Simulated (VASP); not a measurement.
# NaF (I4/mmm) in VASP: notebook

Runs on NaF. Level: PBE. Tasks: single point.

Everything below comes from runs of VASP 6.6.1. Logs are shortened: lines on timing, memory, paths and dates and some standing lists are left out, and cuts for length are marked.

## Step 1: The cell of the first run

The structure is tetragonal, space group I4/mmm (No. 139). The conventional cell has a = 3.450 Å, b = 3.450 Å, c = 4.647 Å, α = 90.00°, β = 90.00°, γ = 90.00°. Within 3.1 Å of Na (site symmetry 4/mmm) lie 6 F at 2.32 to 2.44 Å. F (site symmetry 4/mmm) has 6 Na at 2.32 to 2.44 Å within 3.1 Å.

## Step 2: Single point, PBE (strain +0.050 along x and y, +0.000 along z)

Input file INCAR:

```
SYSTEM = NaF
ALGO = Normal ; EDIFF = 1E-6
ENCUT = 520 ; GGA = PE
ISIF = 2 ; ISMEAR = 0
LASPH = .True. ; LCHARG = .False.
LREAL = .False. ; LWAVE = .False.
NBANDS = 14 ; NELM = 80
PREC = Accurate ; SIGMA = 0.05
```

Input file KPOINTS:

```
k-points
0
Gamma
  8 8 8
  0 0 0
```

Input file POSCAR:

```
NaF
1.0
    0.0000000000      2.4394650000      2.3233000000
    2.4394650000      0.0000000000      2.3233000000
    2.4394650000      2.4394650000      0.0000000000
Na F
1 1
Direct
    0.0000000000      0.0000000000      0.0000000000
    0.5000000000      0.5000000000      0.5000000000
```

Potentials or basis: VASP PAW PBE potentials, release 64 (Na_pv, F).

On the command line:

```bash
$ cat potpaw_PBE.64/Na_pv/POTCAR potpaw_PBE.64/F/POTCAR > POTCAR
$ mpirun -np 1 vasp_std > vasp.out
```

OUTCAR:

```text
SYSTEM = NaF
   EDIFF = 1E-6
   ENCUT = 520
   GGA = PE
   ISIF = 2
   ISMEAR = 0
   LASPH = .True.
   LREAL = .False.
   NELM = 80
   PREC = Accurate

 ion  position               nearest neighbor table
   1  0.000  0.000  0.000-   2 2.32   2 2.32
   2  0.500  0.500  0.500-   1 2.32   1 2.32

  LATTYP: Found a body centered tetragonal cell.
 ALAT       =     3.4499244879
 C/A-ratio  =     1.3468700594

  Lattice vectors:

 A1 = (   0.0000000000,  -2.4394650000,  -2.3233000000)
 A2 = (   0.0000000000,   2.4394650000,  -2.3233000000)
 A3 = (   2.4394650000,   0.0000000000,   2.3233000000)

Analysis of symmetry for initial positions (statically):
=====================================================================
 Subroutine PRICEL returns:
 Original cell was already a primitive cell.

 Routine SETGRP: Setting up the symmetry group for a
 body centered tetragonal supercell.

 Subroutine GETGRP returns: Found 16 space group operations
 (whereof 16 operations were pure point group operations)
 out of a pool of 16 trial point group operations.

The static configuration has the point symmetry D_4h.

Analysis of symmetry for dynamics (positions and initial velocities):
=====================================================================
 Subroutine PRICEL returns:
 Original cell was already a primitive cell.

 Routine SETGRP: Setting up the symmetry group for a
 body centered tetragonal supercell.

 Subroutine GETGRP returns: Found 16 space group operations
 (whereof 16 operations were pure point group operations)
 out of a pool of 16 trial point group operations.

The dynamic configuration has the point symmetry D_4h.

 Subroutine INISYM returns: Found 16 space group operations
 (whereof 16 operations are pure point group operations),
 and found     1 'primitive' translations

----------------------------------------------------------------------------------------

                                     Primitive cell

  volume of cell :      27.6519

  direct lattice vectors                    reciprocal lattice vectors
     0.000000000  2.439465000  2.323300000    -0.204962973  0.204962973  0.215211122
     2.439465000  0.000000000  2.323300000     0.204962973 -0.204962973  0.215211122
     2.439465000  2.439465000  0.000000000     0.204962973  0.204962973 -0.215211122

  length of vectors
     3.368785000  3.368785000  3.449924488     0.361020038  0.361020038  0.361020038

  position of ions in fractional coordinates (direct lattice)
     0.000000000  0.000000000  0.000000000
     0.500000000  0.500000000  0.500000000

  ion indices of the primitive-cell ions
   primitive index   ion index
[... 82 lines left out ...]
   POTIM  = 0.5000    time-step for ionic-motion
   TEBEG  =    0.0;   TEEND  =   0.0 temperature during run
   PSTRESS=    0.0 pullay stress
   NELECT =      14.0000    total number of electrons
   NUPDOWN=      -1.0000    fix difference up-down
   EMIN   =  10.00;   EMAX   =-10.00  energy-range for DOS
   EFERMI =   0.00;   METHOD = LEGACY
   ISMEAR =     0;   SIGMA  =   0.05  broadening in eV -4-tet -1-fermi 0-gaus
   EFERMI_NEDOS =   21; number of points for ismear=-14 and -15
   IALGO  =     38    algorithm
   IMIX   =      4    mixing-type and parameters
     AMIX     =   0.40;   BMIX     =  1.00
     AMIX_MAG =   1.60;   BMIX_MAG =  1.00
  volume/ion in A,a.u.               =      13.83        93.30
  Fermi-wavevector in a.u.,A,eV,Ry     =   1.304796  2.465707 23.163825  1.702493
  Thomas-Fermi vector in A             =   2.435708
   LORBIT       =      0    0 simple, 1 ext, 2 COOP (PROOUT), +10 PAW based schemes
   GGA     = PE    functional components
   LHFCALC =     F    Hartree Fock is set to
   AEXX    =    0.0000 exact exchange contribution
   IVDW    =     0    specifies the selected vdW correction
   LEPSILON=     F    determine dielectric tensor
   LRPA    =     F    only Hartree local field effects (RPA)
 non-spin polarized calculation
 Gauss-broadening in eV      SIGMA  =   0.05
  energy-cutoff  :      520.00
  volume of cell :       27.65
 maximum number of plane-waves:       772
 NGX is ok and might be reduce to    28
   NGX = 13   NGY = 13   NGZ = 13

 number of electron      13.9999998 magnetization

 Free energy of the ion-electron system (eV)
  ---------------------------------------------------
  ext. energy  EPLUGINS =         0.00000000
  ---------------------------------------------------
  free energy    TOTEN  =        -8.55002977 eV

  energy without entropy =       -8.55002977  energy(sigma->0) =       -8.55002977

 E-fermi :  -2.2838     XC(G=0):  -8.6601

 val. band max:       -2.5035800232   @ k =   0.0000   0.0000   0.0000
 cond. band min:       3.2543153889   @ k =   0.0000   0.0000   0.0000
 fundamental gap:      5.7578954121
 Fermi energy:        -2.2838196565

 k-point     1 :       0.0000    0.0000    0.0000
  band No.  band energies     occupation
      1     -21.7809      2.00000
      2     -21.7809      2.00000
      3     -21.7617      2.00000
      4     -21.5226      2.00000
      5      -2.5195      2.00000
      6      -2.5036      2.00000
      7      -2.5036      2.00000
      8       3.2543      0.00000
      9      15.6301      0.00000
     10      15.6301      0.00000
     11      15.9405      0.00000
     12      18.3903      0.00000
     13      19.7737      0.00000
     14      21.1046      0.00000
[... 377 lines left out ...]
      1     -22.1684      2.00000
      2     -21.7958      2.00000
      3     -21.7805      2.00000
      4     -21.0432      2.00000
      5      -3.5588      2.00000
      6      -2.7457      2.00000
      7      -2.6957      2.00000
      8       6.2997      0.00000
      9      10.8438      0.00000
     10      15.2866      0.00000
     11      16.3014      0.00000
     12      17.3420      0.00000
     13      20.4411      0.00000
     14      21.7210      0.00000

 [... further k-points ...]
[... 5 lines left out ...]
  --------------------------------------------------------------------------------------
  -------------------------------------------------------------------------------------
  Total       -0.5613795     -0.5613795     -0.1109834      0.0000000     -0.0000000      0.0000000
  in kB      -32.5268964    -32.5268964     -6.4304888      0.0000000     -0.0000000      0.0000000
  external PRESSURE =     -23.8280939 kB  Pullay stress =       0.0000000 kB

 VOLUME and BASIS-vectors are now :
 -----------------------------------------------------------------------------
  energy-cutoff  :      520.00
  volume of cell :       27.65
      direct lattice vectors                 reciprocal lattice vectors
     0.000000000  2.439465000  2.323300000    -0.204962973  0.204962973  0.215211122
     2.439465000  0.000000000  2.323300000     0.204962973 -0.204962973  0.215211122
     2.439465000  2.439465000  0.000000000     0.204962973  0.204962973 -0.215211122

 POSITION                                       TOTAL-FORCE (eV/Angst)
 -----------------------------------------------------------------------------------
      0.00000      0.00000      0.00000        -0.000000      0.000000      0.000000
      2.43947      2.43947      2.32330         0.000000     -0.000000      0.000000
 -----------------------------------------------------------------------------------
    total drift:                                0.000000      0.000000      0.000000

  FREE ENERGIE OF THE ION-ELECTRON SYSTEM (eV)
  ---------------------------------------------------
  free  energy   TOTEN  =        -8.5500297747 eV

  energy  without entropy=       -8.5500297747  energy(sigma->0) =       -8.55002977
```

OSZICAR:

```text
N       E                     dE             d eps       ncg     rms          rms(c)
DAV:   1     0.105552574202E+03    0.10555E+03   -0.75917E+03  1672   0.116E+03
DAV:   2    -0.382396246809E+01   -0.10938E+03   -0.10113E+03  1838   0.324E+02
DAV:   3    -0.942935304029E+01   -0.56054E+01   -0.55932E+01  2060   0.686E+01
DAV:   4    -0.947634579416E+01   -0.46993E-01   -0.46991E-01  1874   0.683E+00
DAV:   5    -0.947687316392E+01   -0.52737E-03   -0.52737E-03  2060   0.716E-01    0.545E+00
DAV:   6    -0.856125486416E+01    0.91562E+00   -0.33435E+00  1986   0.143E+01    0.192E+00
DAV:   7    -0.854801910762E+01    0.13236E-01   -0.30386E-02  1718   0.205E+00    0.107E+00
DAV:   8    -0.854932962814E+01   -0.13105E-02   -0.33726E-02  1748   0.391E+00    0.160E-01
DAV:   9    -0.855021711700E+01   -0.88749E-03   -0.48074E-03  2006   0.622E-01    0.154E-01
DAV:  10    -0.855003049606E+01    0.18662E-03   -0.11543E-03  1790   0.306E-01    0.810E-03
DAV:  11    -0.855002909752E+01    0.13985E-05   -0.27438E-05  2018   0.103E-01    0.378E-03
DAV:  12    -0.855002977475E+01   -0.67722E-06   -0.22002E-06  1850   0.233E-02
   1 F= -.85500298E+01 E0= -.85500298E+01  d E =-.465731E-12
```

stdout:

```text
POSCAR found type information on POSCAR NaF
 POSCAR found :  2 types and       2 ions
 scaLAPACK will be used
 LDA part: xc-table for (Slater+PW92), standard interpolation
 POSCAR, INCAR and KPOINTS ok, starting setup
 FFT: planning ... GRIDC
 FFT: planning ... GRID_SOFT
 FFT: planning ... GRID
 WAVECAR not read
 entering main loop
```

Run time: 16 s. Hardware: 1 thread of Intel Xeon 6975P-C (Granite Rapids), shared host; peak memory 0.16 GiB.

What came out:

| Quantity | Value |
| --- | --- |
| Free energy | -8.5500 eV |
| Pressure | -2.4 GPa |
| Band gap on the k mesh | 5.76 eV, direct |

Levels at points of the mesh, in eV from the valence-band top:
```tsv
k point	band 3	band 4	band 5	band 6	band 7	band 8	band 9	band 10	band 11	band 12
(0.00, 0.00, 0.00)	-19.26	-19.02	-0.02	0.00	0.00	5.76	18.13	18.13	18.44	20.89
(0.50, 0.00, 0.00)	-19.27	-18.39	-1.38	-0.23	-0.20	10.14	11.58	18.56	19.43	21.35
(0.50, 0.50, 0.00)	-19.32	-18.82	-1.08	-0.40	-0.40	12.63	12.73	12.75	18.06	18.06
(0.50, 0.00, 0.50)	-19.30	-18.84	-1.14	-0.38	-0.30	12.09	12.52	13.09	18.43	18.85
```

Caveat: the cell differs from its parent crystal (strain +0.050 along x and y, +0.000 along z).

[end of part 1 of 2]
